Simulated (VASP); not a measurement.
# CdS (Hawleyite) (F-43m) in VASP: notebook, part 2 of 2

VASP 6.6.1. The steps go on from the part before.

**3. Single point, LDA (volume scaled by 1.06)**

INCAR

```
PREC = Accurate
ENCUT = 520
EDIFF = 1E-7
ISMEAR = -1
SIGMA = 0.05
LREAL = False
LASPH = True
NELM = 60
ALGO = Normal
ISIF = 2
LWAVE = False
LCHARG = True
LELF = True
LVHAR = True
NBANDS = 16
```

KPOINTS

```
regular mesh
0
Gamma
  8 8 8
```

POSCAR

```
CdS
1.0
    0.0000000000      2.9737007966      2.9737007966
    2.9737007966      0.0000000000      2.9737007966
    2.9737007966      2.9737007966      0.0000000000
Cd S
1 1
Direct
    0.0000000000      0.0000000000      0.0000000000
    0.7500000000      0.7500000000      0.7500000000
```

Potentials or basis: VASP PAW LDA potentials, release 64 (Cd, S).

Launch:

```bash
$ cat potpaw_LDA.64/Cd/POTCAR potpaw_LDA.64/S/POTCAR > POTCAR
$ mpirun -np 1 vasp_std > vasp.out
```

OUTCAR:

```text
PREC = Accurate
   ENCUT = 520
   EDIFF = 1E-7
   ISMEAR = -1
   LREAL = False
   LASPH = True
   NELM = 60
   ISIF = 2

 ion  position               nearest neighbor table
   1  0.000  0.000  0.000-   2 2.58   2 2.58   2 2.58   2 2.58
   2  0.750  0.750  0.750-   1 2.58   1 2.58   1 2.58   1 2.58

  LATTYP: Found a face centered cubic cell.
 ALAT       =     5.9474015932

  Lattice vectors:

 A1 = (   0.0000000000,   2.9737007966,   2.9737007966)
 A2 = (   2.9737007966,   0.0000000000,   2.9737007966)
 A3 = (   2.9737007966,   2.9737007966,   0.0000000000)

Analysis of symmetry for initial positions (statically):
=====================================================================
 Subroutine PRICEL returns:
 Original cell was already a primitive cell.

 Routine SETGRP: Setting up the symmetry group for a
 face centered cubic supercell.

 Subroutine GETGRP returns: Found 24 space group operations
 (whereof 24 operations were pure point group operations)
 out of a pool of 48 trial point group operations.

The static configuration has the point symmetry T_d .

Analysis of symmetry for dynamics (positions and initial velocities):
=====================================================================
 Subroutine PRICEL returns:
 Original cell was already a primitive cell.

 Routine SETGRP: Setting up the symmetry group for a
 face centered cubic supercell.

 Subroutine GETGRP returns: Found 24 space group operations
 (whereof 24 operations were pure point group operations)
 out of a pool of 48 trial point group operations.

The dynamic configuration has the point symmetry T_d .

 Subroutine INISYM returns: Found 24 space group operations
 (whereof 24 operations are pure point group operations),
 and found     1 'primitive' translations

----------------------------------------------------------------------------------------

                                     Primitive cell

  volume of cell :      52.5923

  direct lattice vectors                    reciprocal lattice vectors
     0.000000000  2.973700797  2.973700797    -0.168140655  0.168140655  0.168140655
     2.973700797  0.000000000  2.973700797     0.168140655 -0.168140655  0.168140655
     2.973700797  2.973700797  0.000000000     0.168140655  0.168140655 -0.168140655

  length of vectors
     4.205447997  4.205447997  4.205447997     0.291228157  0.291228157  0.291228157

  position of ions in fractional coordinates (direct lattice)
     0.000000000  0.000000000  0.000000000
     0.750000000  0.750000000  0.750000000

  ion indices of the primitive-cell ions
   primitive index   ion index
                 1           1
                 2           2

----------------------------------------------------------------------------------------

 KPOINTS: regular mesh

Automatic generation of k-mesh.
 Grid dimensions read from file:
 generate k-points for:    8    8    8

 Generating k-lattice:

  Cartesian coordinates                     Fractional coordinates (reciprocal lattice)
    -0.021017582  0.021017582  0.021017582     0.125000000  0.000000000  0.000000000
     0.021017582 -0.021017582  0.021017582     0.000000000  0.125000000  0.000000000
     0.021017582  0.021017582 -0.021017582     0.000000000  0.000000000  0.125000000

  Length of vectors
     0.036403520  0.036403520  0.036403520

  Shift w.r.t. Gamma in fractional coordinates (k-lattice)
     0.000000000  0.000000000  0.000000000

 Subroutine IBZKPT returns following result:
 ===========================================

 Found     29 irreducible k-points:

 Following reciprocal coordinates:
            Coordinates               Weight
  0.000000  0.000000  0.000000      1.000000
  0.125000  0.000000  0.000000      8.000000
  0.250000  0.000000  0.000000      8.000000
  0.375000  0.000000  0.000000      8.000000
  0.500000  0.000000  0.000000      4.000000
  0.125000  0.125000  0.000000      6.000000
[... 16 lines left out ...]
  0.500000  0.250000  0.125000     48.000000
 -0.375000  0.250000  0.125000     24.000000
 [... further k-points ...]
   k-points           NKPTS =     29   k-points in BZ     NKDIM =     29   number of bands    NBANDS=     16
   number of dos      NEDOS =    301   number of ions     NIONS =      2
   total plane-waves  NPLWV =  32768
   dimension x,y,z NGX =    32 NGY =   32 NGZ =   32
   dimension x,y,z NGXF=    64 NGYF=   64 NGZF=   64
   ions per type =               1   1
   NGX,Y,Z   is equivalent  to a cutoff of  12.65, 12.65, 12.65 a.u.
   NGXF,Y,Z  is equivalent  to a cutoff of  25.30, 25.30, 25.30 a.u.
 SYSTEM =  unknown system
   PREC   = accura    normal or accurate (medium, high low for compatibility)
   ISTART =      0    job   : 0-new  1-cont  2-samecut
   ICHARG =      2    charge: 1-file 2-atom 10-const
   ISPIN  =      1    spin polarized calculation?
   LNONCOLLINEAR =      F non collinear calculations
   LSORBIT =      F    spin-orbit coupling
   LASPH  =      T    aspherical Exc in radial PAW
   ENCUT  =  520.0 eV  38.22 Ry    6.18 a.u.   7.82  7.82  7.82*2*pi/ulx,y,z
   NELM   =     60;   NELMIN=  2; NELMDL= -5     # of ELM steps
   EDIFF  = 0.1E-06   stopping-criterion for ELM
   LREAL  =      F    real-space projection
   EDIFFG = 0.1E-05   stopping-criterion for IOM
   NSW    =      0    number of steps for IOM
   IBRION =     -1    ionic relax: 0-MD 1-quasi-New 2-CG
   NFREE  =      0    steps in history (QN), initial steepest desc. (CG)
   ISIF   =      2    stress and relaxation
   ISYM   =      2    0-nonsym 1-usesym 2-fastsym
   POTIM  = 0.5000    time-step for ionic-motion
   TEBEG  =    0.0;   TEEND  =   0.0 temperature during run
   PSTRESS=    0.0 pullay stress
   NELECT =      18.0000    total number of electrons
   NUPDOWN=      -1.0000    fix difference up-down
   EMIN   =  10.00;   EMAX   =-10.00  energy-range for DOS
   EFERMI =   0.00;   METHOD = LEGACY
   ISMEAR =    -1;   SIGMA  =   0.05  broadening in eV -4-tet -1-fermi 0-gaus
   EFERMI_NEDOS =   21; number of points for ismear=-14 and -15
   IALGO  =     38    algorithm
   IMIX   =      4    mixing-type and parameters
     AMIX     =   0.40;   BMIX     =  1.00
     AMIX_MAG =   1.60;   BMIX_MAG =  1.00
  volume/ion in A,a.u.               =      26.30       177.46
  Fermi-wavevector in a.u.,A,eV,Ry     =   1.145140  2.164000 17.841925  1.311344
  Thomas-Fermi vector in A             =   2.281829
   LORBIT       =      0    0 simple, 1 ext, 2 COOP (PROOUT), +10 PAW based schemes
   GGA     = CA    functional components
   LHFCALC =     F    Hartree Fock is set to
   AEXX    =    0.0000 exact exchange contribution
   IVDW    =     0    specifies the selected vdW correction
   LEPSILON=     F    determine dielectric tensor
   LRPA    =     F    only Hartree local field effects (RPA)
 non-spin polarized calculation
  energy-cutoff  :      520.00
  volume of cell :       52.59
 maximum number of plane-waves:      1428
   NGX = 15   NGY = 15   NGZ = 15

 number of electron      17.9999999 magnetization

 Free energy of the ion-electron system (eV)
  ---------------------------------------------------
  ext. energy  EPLUGINS =         0.00000000
  ---------------------------------------------------
  free energy    TOTEN  =        -7.33212236 eV

  energy without entropy =       -7.33211843  energy(sigma->0) =       -7.33212039

 E-fermi :   1.0605     XC(G=0):  -9.3244

 val. band max:        0.6373196844   @ k =   0.0000   0.0000   0.0000
 cond. band min:       1.4012946940   @ k =   0.0000   0.0000   0.0000
 fundamental gap:      0.7639750096
 Fermi energy:         1.0605344130

 k-point     1 :       0.0000    0.0000    0.0000
  band No.  band energies     occupation
      1     -11.3761      2.00000
      2      -6.9407      2.00000
      3      -6.9407      2.00000
      4      -6.9407      2.00000
      5      -6.5307      2.00000
      6      -6.5307      2.00000
[... 8 lines left out ...]
     15      11.9819      0.00000
     16      11.9819      0.00000
[... 419 lines left out ...]
 k-point    24 :      -0.3750    0.2500    0.1250
  band No.  band energies     occupation
      1     -10.9279      2.00000
      2      -6.7996      2.00000
      3      -6.7664      2.00000
      4      -6.5528      2.00000
      5      -6.5078      2.00000
      6      -6.0947      2.00000
[... 8 lines left out ...]
     15      12.5972      0.00000
     16      13.5273      0.00000

 [... further k-points ...]

------------------------ aborting loop because EDIFF is reached ----------------------------------------

  FORCE on cell =-STRESS in cart. coord.  units (eV):
  Direction    XX          YY          ZZ          XY          YZ          ZX
  --------------------------------------------------------------------------------------
  -------------------------------------------------------------------------------------
  Total       -1.6259419     -1.6259419     -1.6259419      0.0000000      0.0000000      0.0000000
  in kB      -49.5329041    -49.5329041    -49.5329041      0.0000000      0.0000000      0.0000000
  external PRESSURE =     -49.5329041 kB  Pullay stress =       0.0000000 kB

 VOLUME and BASIS-vectors are now :
 -----------------------------------------------------------------------------
  energy-cutoff  :      520.00
  volume of cell :       52.59
      direct lattice vectors                 reciprocal lattice vectors
     0.000000000  2.973700797  2.973700797    -0.168140655  0.168140655  0.168140655
     2.973700797  0.000000000  2.973700797     0.168140655 -0.168140655  0.168140655
     2.973700797  2.973700797  0.000000000     0.168140655  0.168140655 -0.168140655

 POSITION                                       TOTAL-FORCE (eV/Angst)
 -----------------------------------------------------------------------------------
      0.00000      0.00000      0.00000         0.000000      0.000000      0.000000
      4.46055      4.46055      4.46055        -0.000000     -0.000000     -0.000000
 -----------------------------------------------------------------------------------
    total drift:                               -0.000000     -0.000000     -0.000000

  FREE ENERGIE OF THE ION-ELECTRON SYSTEM (eV)
  ---------------------------------------------------
  free  energy   TOTEN  =        -7.3321223559 eV

  energy  without entropy=       -7.3321184270  energy(sigma->0) =       -7.33212039
```

OSZICAR:

```text
N       E                     dE             d eps       ncg     rms          rms(c)
DAV:   1     0.107116761086E+03    0.10712E+03   -0.88776E+03   936   0.102E+03
DAV:   2    -0.348397278309E+01   -0.11060E+03   -0.10450E+03  1096   0.254E+02
DAV:   3    -0.782727549314E+01   -0.43433E+01   -0.43343E+01  1176   0.514E+01
DAV:   4    -0.785346114284E+01   -0.26186E-01   -0.26184E-01  1200   0.397E+00
DAV:   5    -0.785381955695E+01   -0.35841E-03   -0.35841E-03  1176   0.433E-01    0.711E+00
DAV:   6    -0.736303199375E+01    0.49079E+00   -0.80579E-01  1416   0.111E+01    0.580E+00
DAV:   7    -0.733854838255E+01    0.24484E-01   -0.13490E-01  1168   0.266E+00    0.282E+00
DAV:   8    -0.733250381330E+01    0.60446E-02   -0.14138E-02  1064   0.140E+00    0.188E-01
DAV:   9    -0.733210946859E+01    0.39434E-03   -0.14053E-03  1264   0.542E-01    0.619E-02
DAV:  10    -0.733211531976E+01   -0.58512E-05   -0.13650E-04  1104   0.119E-01    0.602E-02
DAV:  11    -0.733212600681E+01   -0.10687E-04   -0.30163E-05  1152   0.459E-02    0.143E-02
DAV:  12    -0.733212224124E+01    0.37656E-05   -0.10250E-05  1408   0.377E-02    0.476E-03
DAV:  13    -0.733212236345E+01   -0.12220E-06   -0.92722E-07  1072   0.651E-03    0.506E-03
DAV:  14    -0.733212235593E+01    0.75145E-08   -0.25747E-08   768   0.208E-03
   1 F= -.73321224E+01 E0= -.73321204E+01  d E =-.392895E-05
```

stdout:

```text
POSCAR found type information on POSCAR CdS
 POSCAR found :  2 types and       2 ions
 scaLAPACK will be used
 LDA part: xc-table for (Slater(with rela. corr.)+CA(PZ))
 , standard interpolation
 POSCAR, INCAR and KPOINTS ok, starting setup
 FFT: planning ... GRIDC
 FFT: planning ... GRID_SOFT
 FFT: planning ... GRID
 WAVECAR not read
 entering main loop
```

Run time: 9.2 s. Hardware: 1 thread of Intel Xeon 6975P-C (Granite Rapids), shared host; peak memory 0.16 GiB.

Results:

| Property | Result |
| --- | --- |
| Free energy | -7.3321 eV |
| Pressure | -5.0 GPa |
| Band gap on the k mesh | 0.76 eV, direct |

Levels at points of the mesh, in eV from the valence-band top:
| k point | band 5 | band 6 | band 7 | band 8 | band 9 | band 10 | band 11 | band 12 | band 13 | band 14 |
| --- | --- | --- | --- | --- | --- | --- | --- | --- | --- | --- |
| (0.00, 0.00, 0.00) | -7.17 | -7.17 | 0.00 | 0.00 | 0.00 | 0.76 | 6.36 | 6.36 | 6.36 | 10.76 |
| (0.50, 0.00, 0.00) | -7.14 | -6.83 | -4.18 | -0.69 | -0.69 | 2.69 | 6.83 | 6.83 | 7.04 | 10.57 |
| (0.50, 0.50, 0.00) | -7.09 | -6.77 | -3.81 | -1.73 | -1.73 | 3.40 | 4.09 | 8.72 | 10.19 | 10.19 |

Caveat: the cell differs from its parent crystal (volume scaled by 1.06).

**4. Single point, RPBE**

This run uses another cell than the first one, of 24.81 Å³/atom, 0.962 times its volume.

INCAR

```
ALGO     = Normal         # electronic algorithm
EDIFF    = 1E-6           # SCF threshold, eV
ENCUT    = 520            # plane-wave cutoff, eV
GGA      = RP             # functional
ISIF     = 2              # what is computed and relaxed
ISMEAR   = -1             # smearing method
LASPH    = True           # aspherical terms in the spheres
LCHARG   = True           # write CHGCAR
LELF     = True           # ELF
LREAL    = False          # projectors in reciprocal space
LVHAR    = True         
LWAVE    = False          # write WAVECAR
NBANDS   = 16             # bands
NELM     = 60             # most SCF steps
PREC     = Accurate       # precision mode
SIGMA    = 0.05           # smearing width, eV
```

KPOINTS

```
k-points
0
Gamma
  8 8 8
```

POSCAR

```
CdS
1.0
    0.0000000000      2.9165000000      2.9165000000
    2.9165000000      0.0000000000      2.9165000000
    2.9165000000      2.9165000000      0.0000000000
Cd S
1 1
Direct
    0.0000000000      0.0000000000      0.0000000000
    0.7500000000      0.7500000000      0.7500000000
```

Potentials or basis: VASP PAW PBE potentials, release 64 (Cd, S).

Launch:

```bash
$ cat potpaw_PBE.64/Cd/POTCAR potpaw_PBE.64/S/POTCAR > POTCAR
$ mpirun -np 1 vasp_std > vasp.out
```

OUTCAR:

```text
EDIFF = 1E-6
   ENCUT = 520
   GGA = RP
   ISIF = 2
   ISMEAR = -1
   LASPH = True
   LREAL = False
   NELM = 60
   PREC = Accurate

 ion  position               nearest neighbor table
   1  0.000  0.000  0.000-   2 2.53   2 2.53   2 2.53   2 2.53
   2  0.750  0.750  0.750-   1 2.53   1 2.53   1 2.53   1 2.53

  LATTYP: Found a face centered cubic cell.
 ALAT       =     5.8330000000

  Lattice vectors:

 A1 = (   0.0000000000,   2.9165000000,   2.9165000000)
[... 189 lines left out ...]
      5      -5.8167      2.00000
      6      -5.8167      2.00000
[... 433 lines left out ...]
      3      -6.0922      2.00000
      4      -5.8402      2.00000
      5      -5.7895      2.00000
      6      -5.3200      2.00000
[... 8 lines left out ...]
     15      13.8461      0.00000
     16      14.6312      0.00000

 [... further k-points ...]
[... 5 lines left out ...]
  --------------------------------------------------------------------------------------
  -------------------------------------------------------------------------------------
  Total        1.6814260      1.6814260      1.6814260      0.0000000     -0.0000000     -0.0000000
  in kB       54.2965717     54.2965717     54.2965717      0.0000000     -0.0000000     -0.0000000
  external PRESSURE =      54.2965717 kB  Pullay stress =       0.0000000 kB

 VOLUME and BASIS-vectors are now :
 -----------------------------------------------------------------------------
  energy-cutoff  :      520.00
  volume of cell :       49.62
      direct lattice vectors                 reciprocal lattice vectors
     0.000000000  2.916500000  2.916500000    -0.171438368  0.171438368  0.171438368
     2.916500000  0.000000000  2.916500000     0.171438368 -0.171438368  0.171438368
     2.916500000  2.916500000  0.000000000     0.171438368  0.171438368 -0.171438368

 POSITION                                       TOTAL-FORCE (eV/Angst)
 -----------------------------------------------------------------------------------
      0.00000      0.00000      0.00000        -0.000000      0.000000      0.000000
      4.37475      4.37475      4.37475         0.000000     -0.000000     -0.000000
 -----------------------------------------------------------------------------------
    total drift:                                0.000001      0.000001      0.000000

  FREE ENERGIE OF THE ION-ELECTRON SYSTEM (eV)
  ---------------------------------------------------
  free  energy   TOTEN  =        -5.4517905886 eV

  energy  without entropy=       -5.4517905681  energy(sigma->0) =       -5.45179058
```

stdout:

```text
POSCAR found type information on POSCAR CdS
 POSCAR found :  2 types and       2 ions
 scaLAPACK will be used
 -----------------------------------------------------------------------------
|                                                                             |
|                                                                             |
|     You enforced a specific xc type in the INCAR file but a different       |
|     I HOPE YOU KNOW WHAT YOU ARE DOING!                                     |
|                                                                             |
 -----------------------------------------------------------------------------

 LDA part: xc-table for (Slater+PW92), standard interpolation
 POSCAR, INCAR and KPOINTS ok, starting setup
 FFT: planning ... GRIDC
 FFT: planning ... GRID_SOFT
 FFT: planning ... GRID
 WAVECAR not read
 entering main loop
```

Wall time 13 s (1 thread of Intel Xeon Platinum 8488C (Sapphire Rapids), shared host); peak memory 0.18 GiB.

Results:

| Item | Value |
| --- | --- |
| Free energy | -5.4518 eV |
| Pressure | 5.4 GPa |
| Band gap on the k mesh | 1.33 eV, direct |

Caveat: the PAW data sets were made with another functional, which shifts forces and pressure a little.

**5. The runs side by side**

```csv
level,potentials or basis,cell,gap on the mesh (eV),pressure (GPa)
LDA,"VASP PAW LDA potentials, release 64 (Cd, S)","a = 4.179 Å, angles 60.0°, 2 atoms",0.81,-4.1
LDA,"VASP PAW LDA potentials, release 64 (Cd, S)","a = 4.205 Å, angles 60.0°, 2 atoms",0.76,-5.0
RPBE,"VASP PAW PBE potentials, release 64 (Cd, S)","a = 4.125 Å, angles 60.0°, 2 atoms",1.33,5.4
```

Alike in all rows: task single point; no spin polarisation; k mesh 8 × 8 × 8; cutoff (eV) 520; smearing fermi-dirac 0.05 eV.

Caveats: the PAW data sets were made with another functional, which shifts forces and pressure a little (some runs).

Total energies depend on the potentials used, so only differences within one code and one set of settings carry meaning.
